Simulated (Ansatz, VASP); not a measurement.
**Two plane-wave programs on K**

```xyz
1
Lattice="-2.6737 2.6737 2.6737 2.6737 -2.6737 2.6737 2.6737 2.6737 -2.6737" Properties=species:S:1:pos:R:3 pbc="T T T"
K     0.0000    0.0000    0.0000
```

Alike in both runs: functional r2SCAN; k mesh 12 × 12 × 12; occupations gaussian, width 0.1 eV; no spin polarisation.

Ansatz relaxed the structure, and its values are those at the end. VASP's run is a single point on that final structure, the one shown.

```csv
,VASP,Ansatz
version,VASP 6.6.1,Ansatz 0.2.0
potentials or method,"VASP PAW PBE potentials, release 64 (K_sv), cutoff 520 eV","scalar-relativistic, plane waves, PAW"
valence electrons in the cell,9,9
```

```csv
,VASP,Ansatz,Ansatz less VASP
gap on the k mesh at the Fermi level (eV),none,none,-
pressure (GPa),0.0,0.0,+0.03
```

VASP's potentials were made for PBE, not for r2SCAN. A gap of «none» marks a metal or a gap that the smearing closes. With one functional, cell and mesh, what is left measures potentials, basis and numerics.
